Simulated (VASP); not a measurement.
Input of a VASP 6.6.1 run:

File INCAR:

```
SYSTEM = Al2O3
PREC     = Accurate       ! precision mode
ENCUT    = 520            ! plane-wave cutoff, eV
EDIFF    = 1E-6           ! SCF threshold, eV
ISMEAR   = 0              ! smearing method
SIGMA    = 0.05           ! smearing width, eV
LREAL    = .FALSE.        ! projectors in reciprocal space
LASPH    = .TRUE.         ! aspherical terms in the spheres
NELM     = 100            ! most SCF steps
ALGO     = Normal         ! electronic algorithm
ISIF     = 2              ! what is computed and relaxed
LWAVE    = .FALSE.        ! write WAVECAR
LCHARG   = .FALSE.        ! write CHGCAR
NBANDS   = 35             ! bands
```

File KPOINTS:

```
Automatic mesh
0
G
  8 5 3
  0 0 0
```

Contents of POSCAR:

```
Al2O3
1.0
    0.0000000000      0.0000000000     -2.9745878627
   -4.5925858775      0.0000000000      0.0000000000
    0.0000000000      9.5731209242      0.0000000000
Al O
4 6
Direct
    0.5000000000      0.5861211782      0.3309999354
    0.5000000000      0.4138788218      0.6690000646
    0.0000000000      0.0861211782      0.1690000646
    0.0000000000      0.9138788218      0.8309999354
    0.5000000000      0.2684446126      0.2226862106
    0.0000000000      1.0000000000      0.0000000000
    0.0000000000      0.2315553874      0.7226862106
    0.0000000000      0.7684446126      0.2773137894
    0.5000000000      0.7315553874      0.7773137894
    0.5000000000      0.5000000000      0.5000000000
```

Potentials or basis: VASP PAW LDA potentials, release 64 (Al, O).

The run is started by

```bash
$ cat potpaw_LDA.64/Al/POTCAR potpaw_LDA.64/O/POTCAR > POTCAR
$ mpirun -np 1 vasp_std > vasp.out
```

Task: Predict the band gap on the k mesh.

Result: 3.46 eV, direct.

Task: What does it give for the pressure?

Result: 0.8 GPa.

Forces in eV/Å, atoms in the order of the input:
```
Al  -0.024 -0.079  0.000
Al   0.024  0.079  0.000
Al  -0.024  0.079  0.000
Al   0.024 -0.079  0.000
O   -0.014  0.007  0.000
O    0.000  0.000  0.000
O    0.014  0.007  0.000
O   -0.014 -0.007  0.000
O    0.014 -0.007  0.000
O    0.000  0.000  0.000
```

A k mesh can miss the band edges. LDA gaps usually lie below the measured ones, often by a third to a half.
